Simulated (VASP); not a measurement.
A run of VASP 6.6.1 is set up as follows.

INCAR

```
PREC = Accurate ; ENCUT = 520
EDIFF = 1E-7 ; ISMEAR = -1
SIGMA = 0.08 ; LREAL = False
LASPH = True ; NELM = 100
ALGO = Normal ; ISIF = 2
LWAVE = False ; LCHARG = True
GGA = PE ; LELF = True
LVHAR = True ; NBANDS = 16
```

The input KPOINTS:

```
Automatic mesh
0
Gamma
  14 14 14
```

Contents of POSCAR:

```
ZnSe
1.0
    0.0000000000      2.4703728562      2.4703728562
    2.4703728562      0.0000000000      2.4703728562
    2.4703728562      2.4703728562      0.0000000000
Zn Se
1 1
Direct
    0.0000000000      0.0000000000      0.0000000000
    0.5000000000      0.5000000000      0.5000000000
```

Potentials or basis: VASP PAW PBE potentials, release 64 (Zn, Se).

Command:

```sh
$ cat potpaw_PBE.64/Zn/POTCAR potpaw_PBE.64/Se/POTCAR > POTCAR
$ mpirun -np 1 vasp_std > vasp.out
```

Q: Estimate the band gap on the k mesh.

A: Zero (bands 9 and 10 overlap by 1.22 eV).

Q: Estimate the pressure.

A: 31.7 GPa.

Caveat: the cell stands under pressure.
